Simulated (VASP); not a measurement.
Set up this calculation in VASP 6.6.1, as the native input.

- Task: single point
- Functional: PBE
- Potentials or basis: VASP PAW PBE potentials, release 64 (Ga_d, N)
- Cutoff: 520 eV
- k mesh: 12 × 12 × 6
- Occupations: fermi-dirac, width 0.02 eV
- Spin: no spin polarisation
- Dipole correction: no
- Further INCAR settings: ALGO = Normal; EDIFF = 1e-06; NBANDS = 26

The structure of GaN lies in POSCAR:

```
GaN
1.0
    3.1831493761      0.0000000000      0.0000000000
   -1.5915746880      2.7566882238      0.0000000000
    0.0000000000      0.0000000000      5.1836252293
Ga N
2 2
Direct
    0.3333333333      0.6666666667     -0.0008868111
    0.6666666667      0.3333333333      0.4991131889
    0.3333333333      0.6666666667      0.3758868111
    0.6666666667      0.3333333333      0.8758868111
```

These files were run (other wordings do the same):

INCAR

```
SYSTEM = GaN
PREC = Accurate ; ENCUT = 520
EDIFF = 1E-6 ; ISMEAR = -1
SIGMA = 0.02 ; LREAL = .FALSE.
LASPH = .TRUE. ; NELM = 100
ALGO = Normal ; ISIF = 2
LWAVE = .FALSE. ; LCHARG = .FALSE.
GGA = PE ; NBANDS = 26
```

KPOINTS

```
Automatic mesh
0
G
  12 12 6
  0 0 0
```

Potentials or basis: VASP PAW PBE potentials, release 64 (Ga_d, N).

Run with:

```bash
$ cat potpaw_PBE.64/Ga_d/POTCAR potpaw_PBE.64/N/POTCAR > POTCAR
$ mpirun -np 1 vasp_std > vasp.out
```

Results of the run:

| Quantity | Value |
| --- | --- |
| Pressure | 6.3 GPa |
| Largest force | 0.005 eV/Å |
| Band gap on the k mesh | 1.94 eV |

Caveat: the cell stands under pressure.

Wall time 66 s on 1 thread of AMD EPYC 7R43 64-Core Processor (Zen 3), with other jobs on the host, peak memory 0.17 GiB.
